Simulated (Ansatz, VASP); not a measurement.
**One calculation of Sc, two programs**

```
Sc
1.0
     3.02212    0.00000    0.00000
     0.00000    3.02212    0.00000
     0.00000    0.00000    3.02212
Sc
1
Direct
  0.00000 0.00000 0.00000
```

Alike in both runs: functional RPBE; k mesh 10 × 10 × 10; occupations fermi-dirac, width 0.1 eV; no spin polarisation.

Ansatz relaxed the structure, and its values are those at the end. VASP's run is a single point on that final structure, the one shown.

```csv
,VASP,Ansatz
version,VASP 6.6.1,Ansatz 0.2.0
potentials or method,"VASP PAW PBE potentials, release 64 (Sc_sv), cutoff 500 eV","plane waves (420 eV) with PAW, scalar-relativistic"
valence electrons in the cell,11,11
```

|  | VASP | Ansatz | Ansatz less VASP |
| --- | --- | --- | --- |
| pressure (GPa) | 0.0 | 0.0 | -0.01 |

VASP's potentials were made for PBE, not for RPBE.
